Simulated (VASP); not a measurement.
# H (P1) in VASP: single point with PBE

Aim: the single point of H with PBE.

Program: VASP 6.6.1. These are calculated values, not measurements. Logs are shortened: lines on timing, memory, paths and dates and some standing lists are left out, and cuts for length are marked.

## Step 1: The cell of the first run

The typed cell holds 8 atoms: a = 5.246 Å, b = 5.246 Å, c = 5.887 Å, α = 116.46°, β = 116.46°, γ = 90.00°.

## Step 2: Single point, PBE (atoms moved at random)

INCAR

```
PREC = Accurate
ENCUT = 520
EDIFF = 1E-6
ISMEAR = 0
SIGMA = 0.05
LREAL = False
LASPH = True
NELM = 60
ALGO = Normal
ISIF = 2
LWAVE = False
LCHARG = False
GGA = PE
NBANDS = 14
```

KPOINTS

```
regular mesh
0
Gamma
  6 6 6
```

POSCAR

```
H
1.0
    3.7097352756     -3.7097352756      0.0000000000
    3.7097352756      3.7097352756      0.0000000000
   -3.7097352756      0.0000000000      4.5711281958
H
8
Direct
    0.4649733664      0.4449237193      0.9082493008
    0.2068354173      0.6906701973      0.4016653618
    0.9538079905      0.9566677515      0.9218388103
    0.7112794215      0.2310088187      0.4234234113
    0.0459157279      0.0565285735      0.0862666997
    0.8058698438      0.2954963059      0.5972596730
    0.5290338360      0.5345744855      0.0685682983
    0.2822843967      0.7901301484      0.5927284449
```

Potentials or basis: VASP PAW PBE potentials, release 64 (H).

Launch:

```bash
$ cat potpaw_PBE.64/H/POTCAR > POTCAR
$ mpirun -np 1 vasp_std > vasp.out
```

OUTCAR:

```text
PREC = Accurate
   ENCUT = 520
   EDIFF = 1E-6
   ISMEAR = 0
   LREAL = False
   LASPH = True
   NELM = 60
   ISIF = 2
   GGA = PE

 ion  position               nearest neighbor table
   1  0.465  0.445  0.908-   7 0.74
   2  0.207  0.691  0.402-   8 0.88
   3  0.954  0.957  0.922-   5 0.76
   4  0.711  0.231  0.423-   6 0.80
   5  0.046  0.057  0.086-   3 0.76
   6  0.806  0.295  0.597-   4 0.80
   7  0.529  0.535  0.069-   1 0.74
   8  0.282  0.790  0.593-   2 0.88

  LATTYP: Found a body centered tetragonal cell.
 ALAT       =     5.2463579396
 C/A-ratio  =     1.7425910502

  Lattice vectors:

 A1 = (   0.0000000000,  -3.7097352756,  -4.5711281958)
 A2 = (   0.0000000000,   3.7097352756,  -4.5711281958)
 A3 = (   3.7097352756,   0.0000000000,   4.5711281958)

Analysis of symmetry for initial positions (statically):
=====================================================================
 Subroutine PRICEL returns:
 Original cell was already a primitive cell.

 Routine SETGRP: Setting up the symmetry group for a
 body centered tetragonal supercell.

 Subroutine GETGRP returns: Found  1 space group operations
 (whereof  1 operations were pure point group operations)
 out of a pool of 16 trial point group operations.

The static configuration has the point symmetry C_1 .

Analysis of symmetry for dynamics (positions and initial velocities):
=====================================================================
 Subroutine PRICEL returns:
 Original cell was already a primitive cell.

 Routine SETGRP: Setting up the symmetry group for a
 body centered tetragonal supercell.

 Subroutine GETGRP returns: Found  1 space group operations
 (whereof  1 operations were pure point group operations)
 out of a pool of 16 trial point group operations.

The dynamic configuration has the point symmetry C_1 .

 Subroutine INISYM returns: Found  1 space group operations
 (whereof  1 operations are pure point group operations),
 and found     1 'primitive' translations

----------------------------------------------------------------------------------------

                                     Primitive cell

  volume of cell :     125.8170

  direct lattice vectors                    reciprocal lattice vectors
     3.709735276 -3.709735276  0.000000000     0.134780507 -0.134780507  0.109382187
     3.709735276  3.709735276  0.000000000     0.134780507  0.134780507  0.109382187
    -3.709735276  0.000000000  4.571128196     0.000000000  0.000000000  0.218764374

  length of vectors
     5.246357940  5.246357940  5.887049244     0.219763584  0.219763584  0.218764374

  position of ions in fractional coordinates (direct lattice)
     0.464973366  0.444923719  0.908249301
     0.206835417  0.690670197  0.401665362
     0.953807991  0.956667751  0.921838810
     0.711279422  0.231008819  0.423423411
     0.045915728  0.056528574  0.086266700
     0.805869844  0.295496306  0.597259673
     0.529033836  0.534574486  0.068568298
     0.282284397  0.790130148  0.592728445

  ion indices of the primitive-cell ions
   primitive index   ion index
                 1           1
                 2           2
                 3           3
                 4           4
                 5           5
                 6           6
                 7           7
                 8           8

----------------------------------------------------------------------------------------

 KPOINTS: regular mesh

Automatic generation of k-mesh.
 Grid dimensions read from file:
 generate k-points for:    6    6    6

 Generating k-lattice:

  Cartesian coordinates                     Fractional coordinates (reciprocal lattice)
     0.022463418 -0.022463418  0.018230365     0.166666667  0.000000000 -0.000000000
     0.022463418  0.022463418  0.018230365     0.000000000  0.166666667 -0.000000000
     0.000000000  0.000000000  0.036460729     0.000000000  0.000000000  0.166666667

  Length of vectors
     0.036627264  0.036627264  0.036460729

  Shift w.r.t. Gamma in fractional coordinates (k-lattice)
     0.000000000  0.000000000  0.000000000

 Subroutine IBZKPT returns following result:
 ===========================================

 Found    112 irreducible k-points:

 Following reciprocal coordinates:
            Coordinates               Weight
  0.000000  0.000000  0.000000      1.000000
  0.166667  0.000000 -0.000000      2.000000
  0.000000 -0.166667  0.166667      2.000000
 -0.166667  0.000000  0.166667      2.000000
  0.000000  0.166667 -0.000000      2.000000
  0.333333  0.000000  0.000000      2.000000
[... 16 lines left out ...]
 -0.333333  0.166667 -0.166667      2.000000
 -0.166667 -0.333333  0.000000      2.000000
 [... further k-points ...]
   k-points           NKPTS =    112   k-points in BZ     NKDIM =    112   number of bands    NBANDS=     14
   number of dos      NEDOS =    301   number of ions     NIONS =      8
   total plane-waves  NPLWV =  76800
   dimension x,y,z NGX =    40 NGY =   40 NGZ =   48
   dimension x,y,z NGXF=    80 NGYF=   80 NGZF=   96
   ions per type =               8
   NGX,Y,Z   is equivalent  to a cutoff of  12.68, 12.68, 13.55 a.u.
   NGXF,Y,Z  is equivalent  to a cutoff of  25.35, 25.35, 27.11 a.u.
 SYSTEM =  unknown system
   PREC   = accura    normal or accurate (medium, high low for compatibility)
   ISTART =      0    job   : 0-new  1-cont  2-samecut
   ICHARG =      2    charge: 1-file 2-atom 10-const
   ISPIN  =      1    spin polarized calculation?
   LNONCOLLINEAR =      F non collinear calculations
   LSORBIT =      F    spin-orbit coupling
   LASPH  =      T    aspherical Exc in radial PAW
   ENCUT  =  520.0 eV  38.22 Ry    6.18 a.u.   9.75  9.75 10.95*2*pi/ulx,y,z
   NELM   =     60;   NELMIN=  2; NELMDL= -5     # of ELM steps
   EDIFF  = 0.1E-05   stopping-criterion for ELM
   LREAL  =      F    real-space projection
   EDIFFG = 0.1E-04   stopping-criterion for IOM
   NSW    =      0    number of steps for IOM
   IBRION =     -1    ionic relax: 0-MD 1-quasi-New 2-CG
   NFREE  =      0    steps in history (QN), initial steepest desc. (CG)
   ISIF   =      2    stress and relaxation
   ISYM   =      2    0-nonsym 1-usesym 2-fastsym
   POTIM  = 0.5000    time-step for ionic-motion
   TEBEG  =    0.0;   TEEND  =   0.0 temperature during run
   PSTRESS=    0.0 pullay stress
   NELECT =       8.0000    total number of electrons
   NUPDOWN=      -1.0000    fix difference up-down
   EMIN   =  10.00;   EMAX   =-10.00  energy-range for DOS
   EFERMI =   0.00;   METHOD = LEGACY
   ISMEAR =     0;   SIGMA  =   0.05  broadening in eV -4-tet -1-fermi 0-gaus
   EFERMI_NEDOS =   21; number of points for ismear=-14 and -15
   IALGO  =     38    algorithm
   IMIX   =      4    mixing-type and parameters
     AMIX     =   0.40;   BMIX     =  1.00
     AMIX_MAG =   1.60;   BMIX_MAG =  1.00
  volume/ion in A,a.u.               =      15.73       106.13
  Fermi-wavevector in a.u.,A,eV,Ry     =   0.653419  1.234783  5.809094  0.426956
  Thomas-Fermi vector in A             =   1.723653
   LORBIT       =      0    0 simple, 1 ext, 2 COOP (PROOUT), +10 PAW based schemes
   GGA     = PE    functional components
   LHFCALC =     F    Hartree Fock is set to
   AEXX    =    0.0000 exact exchange contribution
   IVDW    =     0    specifies the selected vdW correction
   LEPSILON=     F    determine dielectric tensor
   LRPA    =     F    only Hartree local field effects (RPA)
 non-spin polarized calculation
 Gauss-broadening in eV      SIGMA  =   0.05
  energy-cutoff  :      520.00
  volume of cell :      125.82
 maximum number of plane-waves:      3406
   NGX = 19   NGY = 19   NGZ = 21

 number of electron       7.9999999 magnetization

 Free energy of the ion-electron system (eV)
  ---------------------------------------------------
  ext. energy  EPLUGINS =         0.00000000
  ---------------------------------------------------
  free energy    TOTEN  =       -26.88820721 eV

  energy without entropy =      -26.88820721  energy(sigma->0) =      -26.88820721

 E-fermi :  -8.2001     XC(G=0):  -4.7057

 val. band max:       -8.4371200892   @ k =   0.0000   0.0000   0.0000
 cond. band min:       0.0956321612   @ k =   0.5000   0.5000  -0.0000
 fundamental gap:      8.5327522504
 Fermi energy:        -8.2001023228

 k-point     1 :       0.0000    0.0000    0.0000
  band No.  band energies     occupation
      1     -10.1045      2.00000
      2      -9.1021      2.00000
      3      -8.7316      2.00000
      4      -8.4371      2.00000
      5       0.9532      0.00000
      6       1.8903      0.00000
      7       2.4508      0.00000
      8       3.4431      0.00000
      9       3.6156      0.00000
     10       3.6762      0.00000
     11       3.7203      0.00000
     12       3.7903      0.00000
     13       5.8965      0.00000
     14       6.1590      0.00000

 k-point     2 :       0.1667    0.0000   -0.0000
  band No.  band energies     occupation
      1     -10.0186      2.00000
      2      -9.1339      2.00000
      3      -8.7699      2.00000
      4      -8.4768      2.00000
      5       0.9893      0.00000
      6       1.5598      0.00000
      7       1.9543      0.00000
      8       3.1318      0.00000
      9       3.3281      0.00000
     10       3.9923      0.00000
[... 362 lines left out ...]
 k-point    24 :      -0.1667   -0.3333    0.0000
  band No.  band energies     occupation
      1      -9.6634      2.00000
      2      -9.2603      2.00000
      3      -8.8988      2.00000
      4      -8.6503      2.00000
      5       0.7915      0.00000
      6       1.3621      0.00000
      7       1.5778      0.00000
      8       1.8157      0.00000
      9       3.4349      0.00000
     10       4.5890      0.00000
     11       4.7536      0.00000
     12       6.7506      0.00000
     13       6.8225      0.00000
     14       7.2444      0.00000

 [... further k-points ...]

------------------------ aborting loop because EDIFF is reached ----------------------------------------

  FORCE on cell =-STRESS in cart. coord.  units (eV):
  Direction    XX          YY          ZZ          XY          YZ          ZX
  --------------------------------------------------------------------------------------
  -------------------------------------------------------------------------------------
  Total       -0.1085833     -0.1348405     -3.8601420      0.0044117     -0.0686632      0.2254351
  in kB       -1.3827203     -1.7170842    -49.1557842      0.0561796     -0.8743701      2.8707341
  external PRESSURE =     -17.4185296 kB  Pullay stress =       0.0000000 kB

 VOLUME and BASIS-vectors are now :
 -----------------------------------------------------------------------------
  energy-cutoff  :      520.00
  volume of cell :      125.82
      direct lattice vectors                 reciprocal lattice vectors
     3.709735276 -3.709735276  0.000000000     0.134780507 -0.134780507  0.109382187
     3.709735276  3.709735276  0.000000000     0.134780507  0.134780507  0.109382187
    -3.709735276  0.000000000  4.571128196     0.000000000  0.000000000  0.218764374

 POSITION                                       TOTAL-FORCE (eV/Angst)
 -----------------------------------------------------------------------------------
      0.00611     -0.07438      4.15172         0.010222     -0.048742     -0.391715
      1.83944      1.79490      1.83606        -0.202991      0.310690      2.993881
      3.66758      0.01061      4.21384         0.039113      0.009819      0.281863
      1.92485     -1.78168      1.93552        -0.106919     -0.219030      1.547290
      0.06001      0.03937      0.39434        -0.040427     -0.011290     -0.282303
      1.87010     -1.89335      2.73015         0.104759      0.217744     -1.550531
      3.69134      0.02055      0.31343        -0.009485      0.049909      0.395702
      1.77951      1.88397      2.70944         0.205728     -0.309098     -2.994188
 -----------------------------------------------------------------------------------
    total drift:                                0.000008     -0.000051      0.000060

  FREE ENERGIE OF THE ION-ELECTRON SYSTEM (eV)
  ---------------------------------------------------
  free  energy   TOTEN  =       -26.8882072118 eV

  energy  without entropy=      -26.8882072118  energy(sigma->0) =      -26.88820721
```

Wall time 3.7 min (1 thread of Intel Xeon 8259CL, shared host); peak memory 0.33 GiB.

Results:

* Free energy: -26.8882 eV
* Pressure: -1.7 GPa
* Largest force: 3.017 eV/Å
* Band gap on the k mesh: 8.53 eV

Forces on the atoms (eV/Å):
```
H    0.010 -0.049 -0.392
H   -0.203  0.311  2.994
H    0.039  0.010  0.282
H   -0.107 -0.219  1.547
H   -0.040 -0.011 -0.282
H    0.105  0.218 -1.551
H   -0.009  0.050  0.396
H    0.206 -0.309 -2.994
```

Stress tensor (GPa, compression positive):
```
-0.14  0.01  0.29
 0.01 -0.17 -0.09
 0.29 -0.09 -4.92
```

Caveat: the cell differs from its parent crystal (atoms moved at random); forces of over 1 eV/Å act on the atoms, so gaps and moduli don't describe the material at rest. A k mesh can miss the band edges.
